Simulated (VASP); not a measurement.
Input of a VASP 6.6.1 run:

INCAR

```
  ALGO = Normal
  EDIFF = 1E-6
  ENCUT = 520
  GGA = PE
  ISIF = 2
  ISMEAR = 0
  LASPH = True
  LCHARG = False
  LREAL = False
  LWAVE = False
  NBANDS = 28
  NELM = 100
  PREC = Accurate
  SIGMA = 0.1
```

Contents of KPOINTS:

```
k-points
0
Gamma
  12 12 10
```

Contents of POSCAR:

```
BiO4
1.0
    4.5149091284      0.0000000000      0.0000000000
   -2.2574545642      3.9100260009      0.0000000000
    0.0000000000      0.0000000000      4.1583540487
Bi O
1 4
Direct
    0.0000000000      0.0000000000      0.5000000000
    0.5000000000      0.0000000000      0.5000000000
    0.0000000000      0.5000000000      0.5000000000
    0.5000000000      0.5000000000      0.5000000000
    0.0000000000      0.0000000000      0.0000000000
```

Potentials or basis: VASP PAW PBE potentials, release 64 (Bi_d, O).

Run with:

```bash
$ cat potpaw_PBE.64/Bi_d/POTCAR potpaw_PBE.64/O/POTCAR > POTCAR
$ mpirun -np 1 vasp_std > vasp.out
```

Q: Estimate the pressure.

A: 0.2 GPa.

Stress tensor (GPa, compression positive):
```
0.17 0.00 0.00
0.00 0.17 0.00
0.00 0.00 0.28
```

Caveat: an odd number of electrons without spin polarisation forces a metal; a magnetic or distorted state may lie lower.
